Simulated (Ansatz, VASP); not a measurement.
Two plane-wave programs on TaIr2PtAu3

```
CELL_PARAMETERS angstrom
3.91526 0.00001 -0.00032
0.00001 3.91514 -0.00008
-0.00010 -0.00001 8.18657
ATOMIC_POSITIONS crystal
Ta 0.99998 0.00000 0.92698
Ir 0.50001 0.99999 0.12703
Ir 0.00000 0.50000 0.12704
Pt 0.50003 0.50000 0.37442
Au 0.00003 0.00000 0.39700
Au 0.49997 0.00001 0.66566
Au 0.99997 0.50001 0.66566
```

Change from the starting cell: cell x1, atoms moved at random (sigma 0.05 Å) and cell strained at random (1.5 %), then relaxed without symmetry.

Alike in both runs: functional PBE; k mesh 6 × 6 × 4; occupations gaussian, width 0.2 eV; no spin polarisation.

Ansatz relaxed the structure, and its values are those at the end. VASP's run is a single point on that final structure, the one shown.

|  | VASP | Ansatz |
| --- | --- | --- |
| version | VASP 6.6.1 | Ansatz 0.2.0 |
| potentials or method | VASP PAW PBE potentials, release 64 (Ta_pv, Ir, Pt, Au), cutoff 520 eV | scalar-relativistic, plane waves, PAW |
| valence electrons in the cell | 72 | 122 |

|  | VASP | Ansatz | Ansatz less VASP |
| --- | --- | --- | --- |
| gap on the k mesh at the Fermi level (eV) | none | none | - |
| pressure (GPa) | -0.1 | 0.0 | +0.04 |
| rms of the force components (eV/Å) | 0.012 | 0.003 | -0.0099 |

A gap of «none» marks a metal or a gap that the smearing closes. VASP's potentials hold 72 valence electrons a cell and Ansatz's 122, so a difference there can come from the potentials and not from the codes.

Neither program's run includes spin-orbit coupling.
